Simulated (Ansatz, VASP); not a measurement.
**One calculation of KI, two programs**

INCAR

```
  PREC = Accurate
  ENCUT = 600
  EDIFF = 1E-7
  ISMEAR = 0
  SIGMA = 0.02
  LREAL = F
  LASPH = T
  NELM = 60
  ALGO = Normal
  ISIF = 3
  LWAVE = F
  LCHARG = F
  GGA = CA
  IBRION = 2
  NSW = 100
  EDIFFG = -0.005
```

File KPOINTS:

```
regular mesh
0
Gamma
  6 6 6
```

The input POSCAR:

```
KI
1.0
    0.0000000000      3.5245500000      3.5245500000
    3.5245500000      0.0000000000      3.5245500000
    3.5245500000      3.5245500000      0.0000000000
K I
1 1
Direct
    0.0000000000      0.0000000000      0.0000000000
    0.5000000000      0.5000000000      0.5000000000
```

Input for Ansatz:

```yaml
crystal:
  lattice:
    - [0.0, 3.52455, 3.52455]
    - [3.52455, 0.0, 3.52455]
    - [3.52455, 3.52455, 0.0]
  atoms:
    - { symbol: K, position: [0.0, 0.0, 0.0] }
    - { symbol: I, position: [0.5, 0.5, 0.5] }
basis:
  ecutwfc: 420
kpoints:
  mp_grid: { grid: [6, 6, 6] }
hamiltonian:
  xc: lda
scf:
  occupations: { method: gaussian, width: 0.02 }
output:
  forces: true
  stress: true
  eigenvalues: true
  write_density: true
  write_potential: true
  elf: true
  volumetric_format: npy
relax:
  adjacent_minimum: "off"
  f_tol: 0.005
  max_steps: 80
  cell: { stress_tol: 0.05 }
```

Alike in both runs: task relaxation of cell and atoms; functional LDA; k mesh 6 × 6 × 6; occupations gaussian, width 0.02 eV; no spin polarisation.

|  | VASP | Ansatz |
| --- | --- | --- |
| version | VASP 6.6.1 | Ansatz 0.2.0 |
| potentials or method | VASP PAW LDA potentials, release 64 (K_sv, I), cutoff 600 eV | scalar-relativistic, plane waves, PAW |
| valence electrons in the cell | 16 | 26 |

```csv
,VASP,Ansatz,Ansatz less VASP
"gap on the k mesh at the Fermi level, each at its own relaxed structure (eV)",3.87,3.86,-0.004
relaxed volume (Å³/atom),39.78,39.68,-0.096
relaxed cell length with the largest relative difference (Å),4.828,4.824,-0.0039
```

LDA's correlation is that of Perdew and Zunger in VASP and of Perdew and Wang (1992) in Ansatz. VASP's potentials hold 16 valence electrons a cell and Ansatz's 26, so a difference there can come from the potentials and not from the codes.

Neither program's run includes spin-orbit coupling.
